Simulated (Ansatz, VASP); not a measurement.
## RbH2 in VASP and in Ansatz

```xyz
6
Lattice="4.1125 0.0000 0.0000 2.0176 4.2695 0.0000 2.0165 0.6722 7.2351" Properties=species:S:1:pos:R:3 pbc="T T T"
Rb    4.4161    3.2863    6.3475
Rb    2.3847    1.2433    2.8703
H     4.4677    0.8754    0.4608
H     4.4421    2.4342    1.2172
H     4.4317    3.1588    1.5210
H     6.4661    3.8996    4.2665
```

Alike in both runs: task relaxation of cell and atoms; functional PBE; k mesh 6 × 4 × 4; occupations gaussian, width 0.1 eV; no spin polarisation.

|  | VASP | Ansatz |
| --- | --- | --- |
| version | VASP 6.6.1 | Ansatz 0.2.0 |
| potentials or method | VASP PAW PBE potentials, release 64 (Rb_sv, H), cutoff 600 eV | scalar-relativistic, plane waves, PAW |
| valence electrons in the cell | 22 | 22 |

```csv
,VASP,Ansatz,Ansatz less VASP
"gap on the k mesh at the Fermi level, each at its own relaxed structure (eV)",3.16,3.16,+0.002
relaxed volume (Å³/atom),21.17,21.17,0.000
relaxed cell length with the largest relative difference (Å),4.112,4.112,0.0000
```

Noted on VASP's run: the relaxation stopped at its first step, so nothing moved.
